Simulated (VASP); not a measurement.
# CdSe (F-43m) in VASP: settings compared, part 2 of 2

VASP 6.6.1. The steps go on from the part before.

## (3) Single point, PBE

Contents of INCAR:

```
  PREC = Accurate
  ENCUT = 520
  EDIFF = 1E-6
  ISMEAR = -1
  SIGMA = 0.03
  LREAL = False
  LASPH = True
  NELM = 60
  ALGO = Normal
  ISIF = 2
  LWAVE = False
  LCHARG = False
  GGA = PE
  NBANDS = 16
```

Contents of KPOINTS:

```
regular mesh
0
Gamma
  4 4 4
```

Contents of POSCAR:

```
CdSe
1.0
    0.0000000000      3.0702711986      3.0702711986
    3.0702711986      0.0000000000      3.0702711986
    3.0702711986      3.0702711986      0.0000000000
Cd Se
1 1
Direct
    0.0000000000      0.0000000000      0.0000000000
    0.2500000000      0.2500000000      0.2500000000
```

Potentials or basis: VASP PAW PBE potentials, release 64 (Cd, Se).

Launch:

```sh
$ cat potpaw_PBE.64/Cd/POTCAR potpaw_PBE.64/Se/POTCAR > POTCAR
$ mpirun -np 1 vasp_std > vasp.out
```

OUTCAR:

```text
PREC = Accurate
   ENCUT = 520
   EDIFF = 1E-6
   ISMEAR = -1
   LREAL = False
   LASPH = True
   NELM = 60
   ISIF = 2
   GGA = PE

 ion  position               nearest neighbor table
   1  0.000  0.000  0.000-   2 2.66   2 2.66   2 2.66   2 2.66
   2  0.250  0.250  0.250-   1 2.66   1 2.66   1 2.66   1 2.66

  LATTYP: Found a face centered cubic cell.
 ALAT       =     6.1405423972

  Lattice vectors:

 A1 = (   0.0000000000,   3.0702711986,   3.0702711986)
 A2 = (   3.0702711986,   0.0000000000,   3.0702711986)
 A3 = (   3.0702711986,   3.0702711986,   0.0000000000)

Analysis of symmetry for initial positions (statically):
=====================================================================
 Subroutine PRICEL returns:
 Original cell was already a primitive cell.

 Routine SETGRP: Setting up the symmetry group for a
 face centered cubic supercell.

 Subroutine GETGRP returns: Found 24 space group operations
 (whereof 24 operations were pure point group operations)
 out of a pool of 48 trial point group operations.

The static configuration has the point symmetry T_d .

Analysis of symmetry for dynamics (positions and initial velocities):
=====================================================================
 Subroutine PRICEL returns:
 Original cell was already a primitive cell.

 Routine SETGRP: Setting up the symmetry group for a
 face centered cubic supercell.

 Subroutine GETGRP returns: Found 24 space group operations
 (whereof 24 operations were pure point group operations)
 out of a pool of 48 trial point group operations.

The dynamic configuration has the point symmetry T_d .

 Subroutine INISYM returns: Found 24 space group operations
 (whereof 24 operations are pure point group operations),
 and found     1 'primitive' translations

----------------------------------------------------------------------------------------

                                     Primitive cell

  volume of cell :      57.8842

  direct lattice vectors                    reciprocal lattice vectors
     0.000000000  3.070271199  3.070271199    -0.162852063  0.162852063  0.162852063
     3.070271199  0.000000000  3.070271199     0.162852063 -0.162852063  0.162852063
     3.070271199  3.070271199  0.000000000     0.162852063  0.162852063 -0.162852063

  length of vectors
     4.342019169  4.342019169  4.342019169     0.282068048  0.282068048  0.282068048

  position of ions in fractional coordinates (direct lattice)
     0.000000000  0.000000000  0.000000000
     0.250000000  0.250000000  0.250000000

  ion indices of the primitive-cell ions
   primitive index   ion index
                 1           1
                 2           2

----------------------------------------------------------------------------------------

 KPOINTS: regular mesh

Automatic generation of k-mesh.
 Grid dimensions read from file:
 generate k-points for:    4    4    4

 Generating k-lattice:

  Cartesian coordinates                     Fractional coordinates (reciprocal lattice)
    -0.040713016  0.040713016  0.040713016     0.250000000  0.000000000  0.000000000
     0.040713016 -0.040713016  0.040713016     0.000000000  0.250000000  0.000000000
     0.040713016  0.040713016 -0.040713016     0.000000000  0.000000000  0.250000000

  Length of vectors
     0.070517012  0.070517012  0.070517012

  Shift w.r.t. Gamma in fractional coordinates (k-lattice)
     0.000000000  0.000000000  0.000000000

 Subroutine IBZKPT returns following result:
 ===========================================

 Found      8 irreducible k-points:

 Following reciprocal coordinates:
            Coordinates               Weight
  0.000000  0.000000  0.000000      1.000000
  0.250000  0.000000  0.000000      8.000000
  0.500000  0.000000  0.000000      4.000000
  0.250000  0.250000  0.000000      6.000000
  0.500000  0.250000  0.000000     24.000000
 -0.250000  0.250000  0.000000     12.000000
  0.500000  0.500000  0.000000      3.000000
 -0.250000  0.500000  0.250000      6.000000
   k-points           NKPTS =      8   k-points in BZ     NKDIM =      8   number of bands    NBANDS=     16
   number of dos      NEDOS =    301   number of ions     NIONS =      2
   total plane-waves  NPLWV =  32768
   dimension x,y,z NGX =    32 NGY =   32 NGZ =   32
   dimension x,y,z NGXF=    64 NGYF=   64 NGZF=   64
   ions per type =               1   1
   NGX,Y,Z   is equivalent  to a cutoff of  12.25, 12.25, 12.25 a.u.
   NGXF,Y,Z  is equivalent  to a cutoff of  24.50, 24.50, 24.50 a.u.
 SYSTEM =  unknown system
   PREC   = accura    normal or accurate (medium, high low for compatibility)
   ISTART =      0    job   : 0-new  1-cont  2-samecut
   ICHARG =      2    charge: 1-file 2-atom 10-const
   ISPIN  =      1    spin polarized calculation?
   LNONCOLLINEAR =      F non collinear calculations
   LSORBIT =      F    spin-orbit coupling
   LASPH  =      T    aspherical Exc in radial PAW
   ENCUT  =  520.0 eV  38.22 Ry    6.18 a.u.   8.07  8.07  8.07*2*pi/ulx,y,z
   NELM   =     60;   NELMIN=  2; NELMDL= -5     # of ELM steps
   EDIFF  = 0.1E-05   stopping-criterion for ELM
   LREAL  =      F    real-space projection
   EDIFFG = 0.1E-04   stopping-criterion for IOM
   NSW    =      0    number of steps for IOM
   IBRION =     -1    ionic relax: 0-MD 1-quasi-New 2-CG
   NFREE  =      0    steps in history (QN), initial steepest desc. (CG)
   ISIF   =      2    stress and relaxation
   ISYM   =      2    0-nonsym 1-usesym 2-fastsym
   POTIM  = 0.5000    time-step for ionic-motion
   TEBEG  =    0.0;   TEEND  =   0.0 temperature during run
   PSTRESS=    0.0 pullay stress
   NELECT =      18.0000    total number of electrons
   NUPDOWN=      -1.0000    fix difference up-down
   EMIN   =  10.00;   EMAX   =-10.00  energy-range for DOS
   EFERMI =   0.00;   METHOD = LEGACY
   ISMEAR =    -1;   SIGMA  =   0.03  broadening in eV -4-tet -1-fermi 0-gaus
   EFERMI_NEDOS =   21; number of points for ismear=-14 and -15
   IALGO  =     38    algorithm
   IMIX   =      4    mixing-type and parameters
     AMIX     =   0.40;   BMIX     =  1.00
     AMIX_MAG =   1.60;   BMIX_MAG =  1.00
  volume/ion in A,a.u.               =      28.94       195.31
  Fermi-wavevector in a.u.,A,eV,Ry     =   1.109121  2.095935 16.737199  1.230149
  Thomas-Fermi vector in A             =   2.245657
   LORBIT       =      0    0 simple, 1 ext, 2 COOP (PROOUT), +10 PAW based schemes
   GGA     = PE    functional components
   LHFCALC =     F    Hartree Fock is set to
   AEXX    =    0.0000 exact exchange contribution
   IVDW    =     0    specifies the selected vdW correction
   LEPSILON=     F    determine dielectric tensor
   LRPA    =     F    only Hartree local field effects (RPA)
 non-spin polarized calculation
  energy-cutoff  :      520.00
  volume of cell :       57.88
 maximum number of plane-waves:      1588
   NGX = 17   NGY = 17   NGZ = 17

 number of electron      18.0000008 magnetization

 Free energy of the ion-electron system (eV)
  ---------------------------------------------------
  ext. energy  EPLUGINS =         0.00000000
  ---------------------------------------------------
  free energy    TOTEN  =        -5.44340333 eV

  energy without entropy =       -5.44339896  energy(sigma->0) =       -5.44340114

 E-fermi :   1.0305     XC(G=0):  -8.7443

 val. band max:        0.7468839695   @ k =   0.0000   0.0000   0.0000
 cond. band min:       1.2811263328   @ k =   0.0000   0.0000   0.0000
 fundamental gap:      0.5342423634
 Fermi energy:         1.0304870367

 k-point     1 :       0.0000    0.0000    0.0000
  band No.  band energies     occupation
      1     -11.6844      2.00000
      2      -7.1244      2.00000
      3      -7.1244      2.00000
      4      -7.1244      2.00000
      5      -6.7827      2.00000
      6      -6.7827      2.00000
[... 8 lines left out ...]
     15      11.7648      0.00000
     16      11.7648      0.00000
[... 115 lines left out ...]
 k-point     8 :      -0.2500    0.5000    0.2500
  band No.  band energies     occupation
      1     -11.2266      2.00000
      2      -6.9516      2.00000
      3      -6.9489      2.00000
      4      -6.8135      2.00000
      5      -6.7774      2.00000
      6      -6.3310      2.00000
[... 8 lines left out ...]
     15      13.2960      0.00000
     16      13.6820      0.00000

------------------------ aborting loop because EDIFF is reached ----------------------------------------

  FORCE on cell =-STRESS in cart. coord.  units (eV):
  Direction    XX          YY          ZZ          XY          YZ          ZX
  --------------------------------------------------------------------------------------
  -------------------------------------------------------------------------------------
  Total        0.6337586      0.6337586      0.6337586      0.0000000      0.0000000      0.0000000
  in kB       17.5418033     17.5418033     17.5418033      0.0000000      0.0000000      0.0000000
  external PRESSURE =      17.5418033 kB  Pullay stress =       0.0000000 kB

 VOLUME and BASIS-vectors are now :
 -----------------------------------------------------------------------------
  energy-cutoff  :      520.00
  volume of cell :       57.88
      direct lattice vectors                 reciprocal lattice vectors
     0.000000000  3.070271199  3.070271199    -0.162852063  0.162852063  0.162852063
     3.070271199  0.000000000  3.070271199     0.162852063 -0.162852063  0.162852063
     3.070271199  3.070271199  0.000000000     0.162852063  0.162852063 -0.162852063

 POSITION                                       TOTAL-FORCE (eV/Angst)
 -----------------------------------------------------------------------------------
      0.00000      0.00000      0.00000        -0.000000     -0.000000     -0.000000
      1.53514      1.53514      1.53514         0.000000      0.000000      0.000000
 -----------------------------------------------------------------------------------
    total drift:                               -0.000001     -0.000001     -0.000000

  FREE ENERGIE OF THE ION-ELECTRON SYSTEM (eV)
  ---------------------------------------------------
  free  energy   TOTEN  =        -5.4434033257 eV

  energy  without entropy=       -5.4433989571  energy(sigma->0) =       -5.44340114
```

OSZICAR:

```text
N       E                     dE             d eps       ncg     rms          rms(c)
DAV:   1     0.107116977131E+03    0.10712E+03   -0.88911E+03   264   0.997E+02
DAV:   2    -0.197900928568E+01   -0.10910E+03   -0.10431E+03   304   0.255E+02
DAV:   3    -0.582461094051E+01   -0.38456E+01   -0.38410E+01   272   0.492E+01
DAV:   4    -0.583997308302E+01   -0.15362E-01   -0.15361E-01   360   0.324E+00
DAV:   5    -0.584006147116E+01   -0.88388E-04   -0.88388E-04   280   0.211E-01    0.590E+00
DAV:   6    -0.546552836675E+01    0.37453E+00   -0.55501E-01   344   0.876E+00    0.473E+00
DAV:   7    -0.544178410490E+01    0.23744E-01   -0.14886E-01   296   0.256E+00    0.205E+00
DAV:   8    -0.544301465044E+01   -0.12305E-02   -0.14221E-02   288   0.142E+00    0.250E-01
DAV:   9    -0.544327038007E+01   -0.25573E-03   -0.14936E-03   304   0.485E-01    0.487E-02
DAV:  10    -0.544334714550E+01   -0.76765E-04   -0.16431E-04   328   0.159E-01    0.457E-02
DAV:  11    -0.544340348844E+01   -0.56343E-04   -0.91153E-05   312   0.593E-02    0.165E-02
DAV:  12    -0.544340332570E+01    0.16274E-06   -0.18155E-06   280   0.160E-02
   1 F= -.54434033E+01 E0= -.54434011E+01  d E =-.436859E-05
```

stdout:

```text
POSCAR found type information on POSCAR CdSe
 POSCAR found :  2 types and       2 ions
 scaLAPACK will be used
 LDA part: xc-table for (Slater+PW92), standard interpolation
 POSCAR, INCAR and KPOINTS ok, starting setup
 FFT: planning ... GRIDC
 FFT: planning ... GRID_SOFT
 FFT: planning ... GRID
 WAVECAR not read
 entering main loop
```

Wall time 9.4 s (1 thread of Intel Xeon Platinum 8259CL at 2.50GHz (Skylake/Cascade Lake), shared host); peak memory 0.17 GiB.

Results:

- Free energy: -5.4434 eV
- Pressure: 1.8 GPa
- Band gap on the k mesh: 0.53 eV

Caveat: the k points lie up to 0.44 Å⁻¹ apart.

## (4) Single point, PBE

Contents of INCAR:

```
  ALGO = Normal
  EDIFF = 1E-7
  ENCUT = 520
  GGA = PE
  ISIF = 2
  ISMEAR = 0
  LASPH = T
  LCHARG = T
  LELF = T
  LREAL = F
  LVHAR = T
  LWAVE = F
  NBANDS = 16
  NELM = 100
  PREC = Accurate
  SIGMA = 0.013000000000000001
```

Contents of KPOINTS:

```
k-points
0
Gamma
  8 8 8
```

POSCAR is that of step 3.

Launch:

```sh
$ cat potpaw_PBE.64/Cd/POTCAR potpaw_PBE.64/Se/POTCAR > POTCAR
$ mpirun -np 1 vasp_std > vasp.out
```

It took 24 s on 1 thread of Intel Xeon Platinum 8259CL at 2.50GHz (Skylake/Cascade Lake), shared host; peak memory 0.18 GiB.

The run converged. Its results:

| Item | Value |
| --- | --- |
| Free energy | -5.4905 eV |
| Pressure | 1.6 GPa |
| Band gap on the k mesh | 0.55 eV |

Levels at points of the mesh, in eV from the valence-band top:
| k point | band 5 | band 6 | band 7 | band 8 | band 9 | band 10 | band 11 | band 12 | band 13 | band 14 |
| --- | --- | --- | --- | --- | --- | --- | --- | --- | --- | --- |
| (0.00, 0.00, 0.00) | -7.50 | -7.50 | 0.00 | 0.00 | 0.00 | 0.55 | 5.93 | 5.93 | 5.93 | 9.67 |
| (0.50, 0.00, 0.00) | -7.48 | -7.22 | -4.22 | -0.71 | -0.71 | 2.36 | 6.44 | 6.44 | 7.34 | 9.97 |
| (0.50, 0.50, 0.00) | -7.44 | -7.16 | -3.95 | -1.76 | -1.76 | 3.19 | 3.73 | 8.98 | 10.05 | 10.05 |

## (5) Single point, PBE

Contents of INCAR:

```
PREC = Accurate ; ENCUT = 520
EDIFF = 1E-6 ; ISMEAR = 0
SIGMA = 0.015 ; LREAL = F
LASPH = T ; NELM = 80
ALGO = Normal ; ISIF = 2
LWAVE = F ; LCHARG = F
GGA = PE ; NBANDS = 16
```

Contents of KPOINTS:

```
regular mesh
0
Gamma
  8 8 8
```

POSCAR is that of step 4.

Potentials or basis: VASP PAW PBE potentials, release 64 (Cd, Se).

Launch:

```sh
$ cat potpaw_PBE.64/Cd/POTCAR potpaw_PBE.64/Se/POTCAR > POTCAR
$ mpirun -np 1 vasp_std > vasp.out
```

OUTCAR:

```text
PREC = Accurate
   ENCUT = 520
   EDIFF = 1E-6
   ISMEAR = 0
   LREAL = F
   LASPH = T
   NELM = 80
   ISIF = 2
   GGA = PE

 ion  position               nearest neighbor table
   1  0.000  0.000  0.000-   2 2.66   2 2.66   2 2.66   2 2.66
   2  0.250  0.250  0.250-   1 2.66   1 2.66   1 2.66   1 2.66

  LATTYP: Found a face centered cubic cell.
 ALAT       =     6.1405423972

  Lattice vectors:

 A1 = (   0.0000000000,   3.0702711986,   3.0702711986)
 A2 = (   3.0702711986,   0.0000000000,   3.0702711986)
 A3 = (   3.0702711986,   3.0702711986,   0.0000000000)

Analysis of symmetry for initial positions (statically):
=====================================================================
 Subroutine PRICEL returns:
 Original cell was already a primitive cell.

 Routine SETGRP: Setting up the symmetry group for a
 face centered cubic supercell.

 Subroutine GETGRP returns: Found 24 space group operations
 (whereof 24 operations were pure point group operations)
 out of a pool of 48 trial point group operations.

The static configuration has the point symmetry T_d .

Analysis of symmetry for dynamics (positions and initial velocities):
[... 161 lines left out ...]
 val. band max:        0.7188440916   @ k =   0.0000   0.0000   0.0000
 cond. band min:       1.2682473657   @ k =   0.0000   0.0000   0.0000
 fundamental gap:      0.5494032742
 Fermi energy:         0.8280192068

 k-point     1 :       0.0000    0.0000    0.0000
  band No.  band energies     occupation
      1     -11.7183      2.00000
      2      -7.1233      2.00000
      3      -7.1233      2.00000
      4      -7.1233      2.00000
      5      -6.7789      2.00000
      6      -6.7789      2.00000
[... 433 lines left out ...]
      3      -6.9803      2.00000
      4      -6.7961      2.00000
      5      -6.7636      2.00000
      6      -6.4246      2.00000
[... 8 lines left out ...]
     15      12.3171      0.00000
     16      13.2545      0.00000

 [... further k-points ...]

------------------------ aborting loop because EDIFF is reached ----------------------------------------

  FORCE on cell =-STRESS in cart. coord.  units (eV):
  Direction    XX          YY          ZZ          XY          YZ          ZX
  --------------------------------------------------------------------------------------
  -------------------------------------------------------------------------------------
  Total        0.5673509      0.5673509      0.5673509      0.0000000      0.0000000      0.0000000
  in kB       15.7037037     15.7037037     15.7037037      0.0000000      0.0000000      0.0000000
  external PRESSURE =      15.7037037 kB  Pullay stress =       0.0000000 kB

 VOLUME and BASIS-vectors are now :
 -----------------------------------------------------------------------------
  energy-cutoff  :      520.00
  volume of cell :       57.88
      direct lattice vectors                 reciprocal lattice vectors
     0.000000000  3.070271199  3.070271199    -0.162852063  0.162852063  0.162852063
     3.070271199  0.000000000  3.070271199     0.162852063 -0.162852063  0.162852063
     3.070271199  3.070271199  0.000000000     0.162852063  0.162852063 -0.162852063

 POSITION                                       TOTAL-FORCE (eV/Angst)
 -----------------------------------------------------------------------------------
      0.00000      0.00000      0.00000        -0.000000     -0.000000     -0.000000
      1.53514      1.53514      1.53514         0.000000      0.000000      0.000000
 -----------------------------------------------------------------------------------
    total drift:                               -0.000001     -0.000001     -0.000000

  FREE ENERGIE OF THE ION-ELECTRON SYSTEM (eV)
  ---------------------------------------------------
  free  energy   TOTEN  =        -5.4904646673 eV

  energy  without entropy=       -5.4904646673  energy(sigma->0) =       -5.49046467
```

It took 20 s on 1 thread of Intel Xeon Platinum 8259CL at 2.50GHz (Skylake/Cascade Lake), shared host; peak memory 0.18 GiB.

What came out:

| Quantity | Value |
| --- | --- |
| Free energy | -5.4905 eV |
| Pressure | 1.6 GPa |
| Band gap on the k mesh | 0.55 eV |

Levels at points of the mesh, in eV from the valence-band top:
```tsv
k point	band 5	band 6	band 7	band 8	band 9	band 10	band 11	band 12	band 13	band 14
(0.00, 0.00, 0.00)	-7.50	-7.50	0.00	0.00	0.00	0.55	5.93	5.93	5.93	9.67
(0.50, 0.00, 0.00)	-7.48	-7.22	-4.22	-0.71	-0.71	2.36	6.44	6.44	7.34	9.97
(0.50, 0.50, 0.00)	-7.44	-7.16	-3.95	-1.76	-1.76	3.19	3.73	8.98	10.05	10.05
```

## (6) Overview

```csv
task,level,cell,k mesh,cutoff (eV),smearing,gap on the mesh (eV),pressure (GPa)
relaxation of cell and atoms,PBEsol+D3(BJ),relaxed,8 × 8 × 8,600,fermi-dirac 0.05 eV,0.53,0.0
single point,PBE,as given,4 × 4 × 4,520,fermi-dirac 0.03 eV,0.53,1.8
single point,PBE,as given,8 × 8 × 8,520,gaussian 0.013 eV,0.55,1.6
single point,PBE,as given,8 × 8 × 8,520,gaussian 0.015 eV,0.55,1.6
```

Alike in all rows: potentials or basis VASP PAW PBE potentials, release 64 (Cd, Se); no spin polarisation.

Caveats: some runs use coarse meshes; the PAW data sets were made with another functional, which shifts forces and pressure a little (at least some runs).

Total energies depend on the potentials used, so only differences within one code and one set of settings carry meaning.
